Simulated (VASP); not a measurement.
Write the native input for VASP 6.6.1 that does the following.

| Property | Result |
| --- | --- |
| Task | single point |
| Functional | LDA |
| Potentials or basis | VASP PAW LDA potentials, release 64 (Ti_sv) |
| Cutoff | 520 eV |
| k mesh | 20 × 20 × 20 |
| Occupations | gaussian, width 0.15 eV |
| Spin | no spin polarisation |
| Dipole correction | no |
| Further INCAR settings | ALGO = Normal; EDIFF = 1e-06; NBANDS = 12 |

The structure of Ti lies in POSCAR:

```
Ti
1.0
   -1.6902300000      1.6902300000      1.6902300000
    1.6902300000     -1.6902300000      1.6902300000
    1.6902300000      1.6902300000     -1.6902300000
Ti
1
Direct
    0.0000000000      0.0000000000      0.0000000000
```

This cell differs from its parent crystal: strain +0.030 along x and y, +0.030 along z.

The input as run:

INCAR

```
PREC = Accurate
ENCUT = 520
EDIFF = 1E-6
ISMEAR = 0
SIGMA = 0.15
LREAL = F
LASPH = T
NELM = 100
ALGO = Normal
ISIF = 2
LWAVE = F
LCHARG = F
NBANDS = 12
```

KPOINTS

```
regular mesh
0
Gamma
  20 20 20
```

Potentials or basis: VASP PAW LDA potentials, release 64 (Ti_sv).

Launch:

```console
$ cat potpaw_LDA.64/Ti_sv/POTCAR > POTCAR
$ mpirun -np 1 vasp_std > vasp.out
```

It gave:

```yaml
Pressure: -16.8 GPa
Band_gap_on_the_k_mesh: zero (band 6 reaches 7.64 eV, above the bottom of band 7 at 6.21 eV)
```

Caveat: the cell differs from its parent crystal (strain +0.030 along x and y, +0.030 along z).

Run time: 26 s on 1 thread of Intel(R) Xeon(R) Platinum 8259CL CPU @ 2.50GHz (Skylake/Cascade Lake) (shared host), peak memory 0.17 GiB.
